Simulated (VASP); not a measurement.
A run of VASP 6.6.1:

The input INCAR:

```
SYSTEM = CdO
PREC = Accurate ; ENCUT = 700
EDIFF = 1E-6 ; ISMEAR = 0
SIGMA = 0.1 ; LREAL = .False.
LASPH = .True. ; NELM = 120
ALGO = Normal ; ISIF = 2
LWAVE = .False. ; LCHARG = .True.
GGA = PS ; LELF = .True.
LVHAR = .True. ; NBANDS = 20
GGA_COMPAT = .False.
```

File KPOINTS:

```
Automatic mesh
0
Gamma
  2 2 2
  0 0 0
```

The input POSCAR:

```
CdO
1.0
    0.0000000000      2.3609927699      2.3609927699
    2.3609927699      0.0000000000      2.3609927699
    2.3609927699      2.3609927699      0.0000000000
Cd O
1 1
Direct
    0.0000000000      0.0000000000      0.0000000000
    0.5000000000      0.5000000000      0.5000000000
```

Potentials or basis: VASP PAW PBE potentials, release 64 (Cd_sv_GW, O).

The run is started by

```bash
$ cat potpaw_PBE.64/Cd_sv_GW/POTCAR potpaw_PBE.64/O/POTCAR > POTCAR
$ mpirun -np 1 vasp_std > vasp.out
```

Hardware: 1 thread of AMD EPYC 7R43 64-Core Processor (Zen 3), with other jobs on the host.

**Question.** Estimate the wall time of this run.

**Answer.** Run time: 11 s on 1 thread of AMD EPYC 7R43 64-Core Processor (Zen 3) (shared host), peak memory 0.14 GiB. Counts: scf iterations 14, k points 3.
